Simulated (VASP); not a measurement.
Ta3AsAu2O13: single point with PBE+D3(BJ)

Ta3AsAu2O13:

```
CELL_PARAMETERS angstrom
5.40314 0.00000 0.00000
-2.70157 4.67926 0.00000
0.00000 0.00000 9.52603
ATOMIC_POSITIONS crystal
Ta 0.00000 0.00000 0.19557
Ta 0.00000 0.00000 0.80443
Ta 0.66667 0.33333 0.00000
As 0.00000 0.00000 0.50000
Au 0.33333 0.66667 0.27135
Au 0.33333 0.66667 0.72865
O 0.00000 0.00000 0.00000
O 0.24188 0.96894 0.36484
O 0.03106 0.27294 0.36484
O 0.72706 0.75812 0.36484
O 0.24188 0.96894 0.63516
O 0.03106 0.27294 0.63516
O 0.72706 0.75812 0.63516
O 0.38533 0.33836 0.85834
O 0.66164 0.04696 0.85834
O 0.95304 0.61467 0.85834
O 0.38533 0.33836 0.14166
O 0.66164 0.04696 0.14166
O 0.95304 0.61467 0.14166
```

```yaml
Program: VASP 6.6.1
Task: single point
Functional: PBE
Dispersion: D3(BJ)
Potentials_or_basis: VASP PAW PBE potentials, release 64 (Ta_pv, As, Au, O)
Cutoff: 520 eV
k_mesh: 4 × 4 × 2
Occupations: fermi-dirac, width 0.05 eV
Spin: no spin polarisation
Dipole_correction: no
Further_INCAR_settings: LREAL = Auto; ALGO = Normal; EDIFF = 1e-07; NBANDS = 84
```

```
Pressure                   : 0.6 GPa
Largest force              : 0.098 eV/Å
Band gap on the k mesh     : zero (bands 69 and 70 overlap by 0.06 eV)
Dispersion energy per atom : -0.203 eV
```

Forces on the atoms (eV/Å):
```
Ta   0.000  0.000  0.098
Ta   0.000  0.000 -0.098
Ta   0.000  0.000  0.000
As   0.000  0.000  0.000
Au   0.000  0.000 -0.002
Au   0.000  0.000  0.002
O    0.000  0.000  0.000
O    0.059 -0.003 -0.013
O   -0.027  0.053 -0.013
O   -0.032 -0.049 -0.013
O    0.059 -0.003  0.013
O   -0.027  0.053  0.013
O   -0.032 -0.049  0.013
O   -0.010  0.044 -0.020
O   -0.033 -0.031 -0.020
O    0.043 -0.013 -0.020
O   -0.010  0.044  0.020
O   -0.033 -0.031  0.020
O    0.043 -0.013  0.020
```

Stress tensor (GPa, compression positive):
```
0.42 0.00 0.00
0.00 0.42 0.00
0.00 0.00 0.95
```

Levels at points of the mesh, in eV from the Fermi level:
| k point | band 67 | band 68 | band 69 | band 70 | band 71 | band 72 |
| --- | --- | --- | --- | --- | --- | --- |
| (0.00, 0.00, 0.00) | -1.26 | 0.00 | 0.00 | 0.19 | 0.19 | 1.09 |
| (0.50, 0.00, 0.00) | -0.93 | -0.31 | -0.01 | 0.03 | 0.27 | 1.94 |
| (0.00, 0.00, 0.50) | -1.21 | -0.06 | -0.06 | 0.26 | 0.26 | 1.52 |
| (0.50, 0.00, 0.50) | -0.91 | -0.19 | -0.07 | -0.06 | 0.27 | 2.30 |

Run time: 12 min on 1 thread of Intel Xeon 8259CL, with other jobs on the host, peak memory 0.4 GiB.

Caveat: spin-orbit coupling is left out, which moves the levels of the heavy elements.
